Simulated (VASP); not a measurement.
Crystal: FeO (Wuestite).

```
Fe O
1.0
     1.53881    0.88843    2.55273
    -1.53881    0.88843    2.55273
     0.00000   -1.77686    2.55273
Fe O
1 1
Cartesian
  0.0000 0.0000 0.0000
  0.0000 0.0000 3.8291
```

Program: VASP 6.6.1. Alike in all runs: task single point; spin collinear, ferromagnetic start; cell as given; cutoff (eV) 520; smearing fermi-dirac 0.05 eV.

Order these runs on this cell by their pressure, lowest first.
A. level PBEsol; potentials or basis VASP PAW PBE potentials, release 64 (Fe, O); k mesh 11 × 11 × 11
B. level LDA; potentials or basis VASP PAW LDA potentials, release 64 (Fe, O); k mesh 9 × 9 × 9
C. level PBE; potentials or basis VASP PAW PBE potentials, release 64 (Fe, O); k mesh 11 × 11 × 11

B (-21.8 GPa), A (-15.2 GPa), C (-7.6 GPa).

Caveats: a cell with one magnetic atom can't hold antiferromagnetic order, which such compounds often take; the PAW data sets were made with another functional, which shifts forces and pressure a little (some runs).
